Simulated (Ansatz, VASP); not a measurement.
## Two plane-wave programs on Y

The input INCAR:

```
PREC = Accurate ; ENCUT = 520
EDIFF = 1E-6 ; ISMEAR = -1
SIGMA = 0.1 ; LREAL = F
LASPH = T ; NELM = 80
ALGO = Normal ; ISIF = 2
LWAVE = F ; LCHARG = F
GGA = RE ; NBANDS = 24
```

KPOINTS

```
regular mesh
0
Gamma
  7 7 10
```

Contents of POSCAR:

```
Y
1.0
    5.5503371053      0.0000000000      0.0000000000
   -2.7751685526      4.8067329327      0.0000000000
    0.0000000000      0.0000000000      3.4662018251
Y
3
Direct
    1.0000000000      0.0000000000      1.0000000000
    0.3333333333      0.6666666667      0.5000000000
    0.6666666667      0.3333333333      0.5000000000
```

Input for Ansatz:

```yaml
crystal:
  lattice:
    - [5.5503371053, 0.0, 0.0]
    - [-2.7751685526, 4.8067329327, 0.0]
    - [0.0, 0.0, 3.4662018251]
  atoms:
    - { symbol: "Y", position: [1.0, 0.0, 1.0] }
    - { symbol: "Y", position: [0.3333333333, 0.6666666667, 0.5] }
    - { symbol: "Y", position: [0.6666666667, 0.3333333333, 0.5] }
hamiltonian:
  xc: revpbe
  pseudopotentials:
    kind: paw
    azcp:
      "Y": "pseudopotentials/Y.paw.azcp"
basis:
  ecutwfc: 420
  fft_grid_basis: typed
kpoints:
  mp_grid: { grid: [7, 7, 10], shift: [0, 0, 0] }
magnetization:
  spin_polarized: false
scf:
  occupations: { method: fermi_dirac, width: 0.1 }
  lower_state_search: "off"
output:
  stress: true
  write_density: true
  write_potential: true
  elf: true
  volumetric_format: npy
```

Alike in both runs: task single point; functional revPBE; k mesh 7 × 7 × 10; occupations fermi-dirac, width 0.1 eV; no spin polarisation.

|  | VASP | Ansatz |
| --- | --- | --- |
| version | VASP 6.6.1 | Ansatz 0.2.0 |
| potentials or method | VASP PAW PBE potentials, release 64 (Y_sv), cutoff 520 eV | plane waves (420 eV) with PAW, scalar-relativistic |
| valence electrons in the cell | 33 | 33 |

|  | VASP | Ansatz | Ansatz less VASP |
| --- | --- | --- | --- |
| pressure (GPa) | 3.4 | 3.5 | +0.12 |
| traceless stress, the component that is largest in VASP (GPa) | -0.18 | -0.18 | +0.005 |

VASP's potentials were made for PBE, not for revPBE. The functional is the same, so the differences come from potentials, cutoffs and numerics.
